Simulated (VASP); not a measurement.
InSe5, 6 atoms in the cell. The structure is cubic, space group F-43m (No. 216). The conventional cell has a = 8.592 Å, b = 8.592 Å, c = 8.592 Å, α = 90.00°, β = 90.00°, γ = 90.00°. Within 4.7 Å of In (site symmetry -43m) lie 16 Se at 3.56 to 3.72 Å. Within 4.0 Å of Se (site symmetry 3m) lie 9 Se at 3.03 to 3.56 Å and 3 In at 3.56 Å. Se (site symmetry -43m) has 12 Se at 3.56 Å and 4 In at 3.72 Å within 4.7 Å. The cell was built from a structure type or drawn by symmetry, and may not be a known phase.

```yaml
Program: VASP 6.6.1
Task: single point
Functional: PBE
Potentials_or_basis: VASP PAW PBE potentials, release 64 (In_d, Se)
Cutoff: 520 eV
k_mesh: 4 × 4 × 4
Occupations: gaussian, width 0.1 eV
Spin: no spin polarisation
Dipole_correction: no
Further_INCAR_settings: ALGO = Normal; EDIFF = 1e-07; NBANDS = 30
```

Potentials or basis: VASP PAW PBE potentials, release 64 (In_d, Se).

Launch:

```console
$ cat potpaw_PBE.64/In_d/POTCAR potpaw_PBE.64/Se/POTCAR > POTCAR
$ mpirun -np 1 vasp_std > vasp.out
```

Hardware: 1 thread of Intel Xeon 8259CL, with other jobs on the host.

Q: How long does it take, and how much memory?

A: Run time: 88 s on 1 thread of Intel Xeon 8259CL, on a shared host, peak memory 0.32 GiB. Counts: scf iterations 17, k points 8.
